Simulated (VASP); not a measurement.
# MgO (Fm-3m) in VASP: single point with r2SCAN

Aim: the single point of MgO with r2SCAN.

All numbers are computed with VASP 6.6.1; they aren't measurements. Logs are shortened: lines on timing, memory, paths and dates and some standing lists are left out, and cuts for length are marked.

## (1) The cell of the first run

It takes space group Fm-3m (No. 225, cubic). The conventional cell has a = 4.297 Å, b = 4.297 Å, c = 4.297 Å, α = 90.00°, β = 90.00°, γ = 90.00°. Mg (site symmetry m-3m) has 6 O at 2.15 Å within 2.8 Å. Within 2.8 Å of O (site symmetry m-3m) lie 6 Mg at 2.15 Å.

## (2) Single point, r2SCAN

Contents of POSCAR:

```
MgO
1.0
    0.0000000000      2.1483950000      2.1483950000
    2.1483950000      0.0000000000      2.1483950000
    2.1483950000      2.1483950000      0.0000000000
Mg O
1 1
Direct
    0.0000000000      0.0000000000      0.0000000000
    0.5000000000      0.5000000000      0.5000000000
```

Contents of INCAR.step1:

```
PREC = Accurate
ENCUT = 660
ISMEAR = 1
SIGMA = 0.0191
LREAL = F
LASPH = T
NELM = 120
NBANDS = 11
GGA = PE
ALGO = Normal
EDIFF = 1E-5
LWAVE = T
LCHARG = F
GGA_COMPAT = F
```

Contents of INCAR.step2:

```
PREC = Accurate
ENCUT = 660
EDIFF = 1E-6
ISMEAR = 1
SIGMA = 0.0191
LREAL = F
LASPH = T
NELM = 120
ALGO = Normal
ISIF = 2
LWAVE = F
LCHARG = F
METAGGA = R2SCAN
LMIXTAU = T
NBANDS = 11
ISTART = 1
GGA_COMPAT = F
```

Contents of KPOINTS:

```
Automatic mesh
0
Gamma
  10 10 10
```

Potentials or basis: VASP PAW PBE potentials, release 64 (Mg, O).

Started as:

```bash
cat potpaw_PBE.64/Mg/POTCAR potpaw_PBE.64/O/POTCAR > POTCAR
cp INCAR.step1 INCAR
mpirun -np 1 vasp_std > vasp.out
cp INCAR.step2 INCAR
mpirun -np 1 vasp_std > vasp.out
```

OUTCAR:

```text
PREC = Accurate
   ENCUT = 660
   EDIFF = 1E-6
   ISMEAR = 1
   LREAL = F
   LASPH = T
   NELM = 120
   ISIF = 2
   METAGGA = R2SCAN
   ISTART = 1

 ion  position               nearest neighbor table
   1  0.000  0.000  0.000-   2 2.15   2 2.15   2 2.15   2 2.15   2 2.15   2 2.15
   2  0.500  0.500  0.500-   1 2.15   1 2.15   1 2.15   1 2.15   1 2.15   1 2.15

  LATTYP: Found a face centered cubic cell.
 ALAT       =     4.2967900000

  Lattice vectors:

 A1 = (   0.0000000000,   2.1483950000,   2.1483950000)
 A2 = (   2.1483950000,   0.0000000000,   2.1483950000)
 A3 = (   2.1483950000,   2.1483950000,   0.0000000000)

Analysis of symmetry for initial positions (statically):
=====================================================================
 Subroutine PRICEL returns:
 Original cell was already a primitive cell.

 Routine SETGRP: Setting up the symmetry group for a
 face centered cubic supercell.

 Subroutine GETGRP returns: Found 48 space group operations
 (whereof 48 operations were pure point group operations)
 out of a pool of 48 trial point group operations.

The static configuration has the point symmetry O_h .

Analysis of symmetry for dynamics (positions and initial velocities):
=====================================================================
 Subroutine PRICEL returns:
 Original cell was already a primitive cell.

 Routine SETGRP: Setting up the symmetry group for a
 face centered cubic supercell.

 Subroutine GETGRP returns: Found 48 space group operations
 (whereof 48 operations were pure point group operations)
 out of a pool of 48 trial point group operations.

The dynamic configuration has the point symmetry O_h .

 Subroutine INISYM returns: Found 48 space group operations
 (whereof 48 operations are pure point group operations),
 and found     1 'primitive' translations

----------------------------------------------------------------------------------------

                                     Primitive cell

  volume of cell :      19.8323

  direct lattice vectors                    reciprocal lattice vectors
     0.000000000  2.148395000  2.148395000    -0.232731877  0.232731877  0.232731877
     2.148395000  0.000000000  2.148395000     0.232731877 -0.232731877  0.232731877
     2.148395000  2.148395000  0.000000000     0.232731877  0.232731877 -0.232731877

  length of vectors
     3.038289346  3.038289346  3.038289346     0.403103435  0.403103435  0.403103435

  position of ions in fractional coordinates (direct lattice)
     0.000000000  0.000000000  0.000000000
     0.500000000  0.500000000  0.500000000

  ion indices of the primitive-cell ions
   primitive index   ion index
                 1           1
                 2           2

----------------------------------------------------------------------------------------

 KPOINTS: Automatic mesh

Automatic generation of k-mesh.
 Grid dimensions read from file:
 generate k-points for:   10   10   10

 Generating k-lattice:

  Cartesian coordinates                     Fractional coordinates (reciprocal lattice)
    -0.023273188  0.023273188  0.023273188     0.100000000  0.000000000  0.000000000
     0.023273188 -0.023273188  0.023273188     0.000000000  0.100000000  0.000000000
     0.023273188  0.023273188 -0.023273188     0.000000000  0.000000000  0.100000000

  Length of vectors
     0.040310343  0.040310343  0.040310343

  Shift w.r.t. Gamma in fractional coordinates (k-lattice)
     0.000000000  0.000000000  0.000000000

 Subroutine IBZKPT returns following result:
 ===========================================

 Found     47 irreducible k-points:

 Following reciprocal coordinates:
            Coordinates               Weight
  0.000000  0.000000  0.000000      1.000000
  0.100000  0.000000  0.000000      8.000000
  0.200000  0.000000  0.000000      8.000000
  0.300000  0.000000  0.000000      8.000000
  0.400000  0.000000  0.000000      8.000000
  0.500000  0.000000  0.000000      4.000000
[... 16 lines left out ...]
  0.300000  0.300000  0.000000      6.000000
  0.400000  0.300000  0.000000     24.000000
 [... further k-points ...]
   k-points           NKPTS =     47   k-points in BZ     NKDIM =     47   number of bands    NBANDS=     11
   number of dos      NEDOS =    301   number of ions     NIONS =      2
   total plane-waves  NPLWV =  21952
   dimension x,y,z NGX =    28 NGY =   28 NGZ =   28
   dimension x,y,z NGXF=    56 NGYF=   56 NGZF=   56
   ions per type =               1   1
   NGX,Y,Z   is equivalent  to a cutoff of  15.32, 15.32, 15.32 a.u.
   NGXF,Y,Z  is equivalent  to a cutoff of  30.64, 30.64, 30.64 a.u.
 SYSTEM =  unknown system
   PREC   = accura    normal or accurate (medium, high low for compatibility)
   ISTART =      1    job   : 0-new  1-cont  2-samecut
   ICHARG =      0    charge: 1-file 2-atom 10-const
   ISPIN  =      1    spin polarized calculation?
   LNONCOLLINEAR =      F non collinear calculations
   LSORBIT =      F    spin-orbit coupling
   LASPH  =      T    aspherical Exc in radial PAW
   ENCUT  =  660.0 eV  48.51 Ry    6.96 a.u.   6.36  6.36  6.36*2*pi/ulx,y,z
   NELM   =    120;   NELMIN=  2; NELMDL=  0     # of ELM steps
   EDIFF  = 0.1E-05   stopping-criterion for ELM
   LREAL  =      F    real-space projection
   EDIFFG = 0.1E-04   stopping-criterion for IOM
   NSW    =      0    number of steps for IOM
   IBRION =     -1    ionic relax: 0-MD 1-quasi-New 2-CG
   NFREE  =      0    steps in history (QN), initial steepest desc. (CG)
   ISIF   =      2    stress and relaxation
   ISYM   =      2    0-nonsym 1-usesym 2-fastsym
   POTIM  = 0.5000    time-step for ionic-motion
   TEBEG  =    0.0;   TEEND  =   0.0 temperature during run
   PSTRESS=    0.0 pullay stress
   NELECT =       8.0000    total number of electrons
   NUPDOWN=      -1.0000    fix difference up-down
   EMIN   =  10.00;   EMAX   =-10.00  energy-range for DOS
   EFERMI =   0.00;   METHOD = LEGACY
   ISMEAR =     1;   SIGMA  =   0.02  broadening in eV -4-tet -1-fermi 0-gaus
   EFERMI_NEDOS =   21; number of points for ismear=-14 and -15
   IALGO  =     38    algorithm
   IMIX   =      4    mixing-type and parameters
     AMIX     =   0.40;   BMIX     =  1.00
     AMIX_MAG =   1.60;   BMIX_MAG =  1.00
  volume/ion in A,a.u.               =       9.92        66.92
  Fermi-wavevector in a.u.,A,eV,Ry     =   1.209616  2.285842 19.907633  1.463170
  Thomas-Fermi vector in A             =   2.345188
   LORBIT       =      0    0 simple, 1 ext, 2 COOP (PROOUT), +10 PAW based schemes
   METAGGA = R2SCAN    functional components
   LHFCALC =     F    Hartree Fock is set to
   AEXX    =    0.0000 exact exchange contribution
   IVDW    =     0    specifies the selected vdW correction
   LEPSILON=     F    determine dielectric tensor
   LRPA    =     F    only Hartree local field effects (RPA)
 non-spin polarized calculation
 Methfessel and Paxton  Order N= 1 SIGMA  =   0.02
  energy-cutoff  :      660.00
  volume of cell :       19.83
 maximum number of plane-waves:       785
 NGX is ok and might be reduce to    28
   NGX = 13   NGY = 13   NGZ = 13

 number of electron       8.0000001 magnetization

 Free energy of the ion-electron system (eV)
  ---------------------------------------------------
  ext. energy  EPLUGINS =         0.00000000
  ---------------------------------------------------
  free energy    TOTEN  =       -16.12034174 eV

  energy without entropy =      -16.12034174  energy(sigma->0) =      -16.12034174

 E-fermi :   2.4580     XC(G=0): -11.2889

 val. band max:        2.3496490321   @ k =   0.0000   0.0000   0.0000
 cond. band min:       7.3743329095   @ k =   0.0000   0.0000   0.0000
 fundamental gap:      5.0246838773
 Fermi energy:         2.4579613326

 k-point     1 :       0.0000    0.0000    0.0000
  band No.  band energies     occupation
      1     -15.5556      2.00000
      2       2.3496      2.00000
      3       2.3496      2.00000
      4       2.3496      2.00000
      5       7.3743      0.00000
      6      18.8334      0.00000
      7      18.8334      0.00000
      8      18.8334      0.00000
      9      22.8107      0.00000
     10      24.5159      0.00000
     11      24.5159      0.00000

 k-point     2 :       0.1000    0.0000    0.0000
  band No.  band energies     occupation
      1     -15.4625      2.00000
      2       1.7366      2.00000
      3       2.2872      2.00000
      4       2.2872      2.00000
      5       7.9908      0.00000
      6      17.6059      0.00000
      7      19.0631      0.00000
      8      19.0631      0.00000
      9      23.7096      0.00000
     10      23.7096      0.00000
     11      24.3904      0.00000

 k-point     3 :       0.2000    0.0000    0.0000
  band No.  band energies     occupation
      1     -15.2082      2.00000
      2       0.4819      2.00000
      3       2.1282      2.00000
      4       2.1282      2.00000
      5       9.2064      0.00000
      6      16.0778      0.00000
      7      19.5022      0.00000
      8      19.5022      0.00000
      9      22.9969      0.00000
     10      22.9969      0.00000
     11      25.0977      0.00000

 k-point     4 :       0.3000    0.0000    0.0000
  band No.  band energies     occupation
      1     -14.8694      2.00000
      2      -0.7679      2.00000
      3       1.9407      2.00000
      4       1.9407      2.00000
      5      10.2238      0.00000
      6      15.3161      0.00000
      7      19.5379      0.00000
      8      19.5379      0.00000
      9      23.4871      0.00000
     10      23.4871      0.00000
     11      24.4942      0.00000

 k-point     5 :       0.4000    0.0000    0.0000
  band No.  band energies     occupation
      1     -14.5711      2.00000
      2      -1.6700      2.00000
      3       1.7956      2.00000
      4       1.7956      2.00000
      5      10.6763      0.00000
      6      15.3165      0.00000
      7      19.2754      0.00000
      8      19.2754      0.00000
      9      23.9824      0.00000
     10      24.7814      0.00000
     11      24.7814      0.00000
[... 211 lines left out ...]
 k-point    21 :      -0.3000    0.2000    0.0000
  band No.  band energies     occupation
      1     -14.5012      2.00000
      2      -1.1140      2.00000
      3       0.6597      2.00000
      4       1.7404      2.00000
      5      12.0463      0.00000
      6      14.8943      0.00000
      7      17.0137      0.00000
      8      20.1609      0.00000
      9      23.2654      0.00000
     10      24.0169      0.00000
     11      27.9064      0.00000

 k-point    22 :      -0.2000    0.2000    0.0000
  band No.  band energies     occupation
      1     -14.7680      2.00000
      2      -0.5829      2.00000
      3       1.1013      2.00000
      4       1.9397      2.00000
      5      11.1411      0.00000
      6      14.9369      0.00000
      7      17.9437      0.00000
      8      20.6260      0.00000
      9      21.4863      0.00000
     10      24.3585      0.00000
     11      27.6494      0.00000

 k-point    23 :       0.3000    0.3000    0.0000
  band No.  band energies     occupation
      1     -14.6919      2.00000
      2      -0.6328      2.00000
      3       1.4567      2.00000
      4       1.4567      2.00000
      5      11.5426      0.00000
      6      13.5878      0.00000
      7      17.2916      0.00000
      8      20.8033      0.00000
      9      20.8033      0.00000
     10      27.1475      0.00000
     11      30.0514      0.00000

 k-point    24 :       0.4000    0.3000    0.0000
  band No.  band energies     occupation
      1     -14.4804      2.00000
      2      -1.0314      2.00000
      3       1.1163      2.00000
      4       1.3154      2.00000
      5      12.3289      0.00000
      6      13.2827      0.00000
      7      16.4722      0.00000
      8      21.0197      0.00000
      9      21.2286      0.00000
     10      27.8795      0.00000
     11      29.5966      0.00000

 [... further k-points ...]
[... 5 lines left out ...]
  --------------------------------------------------------------------------------------
  -------------------------------------------------------------------------------------
  Total       -1.3464245     -1.3464245     -1.3464245      0.0000000      0.0000000      0.0000000
  in kB     -108.7727704   -108.7727704   -108.7727704      0.0000000      0.0000000      0.0000000
  external PRESSURE =    -108.7727704 kB  Pullay stress =       0.0000000 kB

 VOLUME and BASIS-vectors are now :
 -----------------------------------------------------------------------------
  energy-cutoff  :      660.00
  volume of cell :       19.83
      direct lattice vectors                 reciprocal lattice vectors
     0.000000000  2.148395000  2.148395000    -0.232731877  0.232731877  0.232731877
     2.148395000  0.000000000  2.148395000     0.232731877 -0.232731877  0.232731877
     2.148395000  2.148395000  0.000000000     0.232731877  0.232731877 -0.232731877

 POSITION                                       TOTAL-FORCE (eV/Angst)
 -----------------------------------------------------------------------------------
      0.00000      0.00000      0.00000         0.000000     -0.000000     -0.000000
      2.14839      2.14839      2.14839        -0.000000      0.000000      0.000000
 -----------------------------------------------------------------------------------
    total drift:                                0.000000      0.000000      0.000000

  FREE ENERGIE OF THE ION-ELECTRON SYSTEM (eV)
  ---------------------------------------------------
  free  energy   TOTEN  =       -16.1203417366 eV

  energy  without entropy=      -16.1203417366  energy(sigma->0) =      -16.12034174
```

Wall time 30 s (1 thread of Intel Xeon 6975P-C (Granite Rapids), shared host); peak memory 0.17 GiB.

What came out:

| Quantity | Value |
| --- | --- |
| Free energy | -16.1203 eV |
| Pressure | -10.9 GPa |
| Band gap on the k mesh | 5.02 eV, direct |

Levels at points of the mesh, in eV from the valence-band top:
```csv
k point,band 1,band 2,band 3,band 4,band 5,band 6,band 7,band 8
"(0.00, 0.00, 0.00)",-17.91,0.00,0.00,0.00,5.02,16.48,16.48,16.48
"(0.50, 0.00, 0.00)",-16.80,-4.35,-0.61,-0.61,8.41,13.10,16.80,16.80
"(0.50, 0.50, 0.00)",-16.57,-3.86,-1.29,-1.29,9.95,10.41,13.63,19.44
```

Caveat: the PAW data sets were made with another functional, which shifts forces and pressure a little. r2SCAN opens gaps a little over a GGA but as a rule still falls short of measured ones.
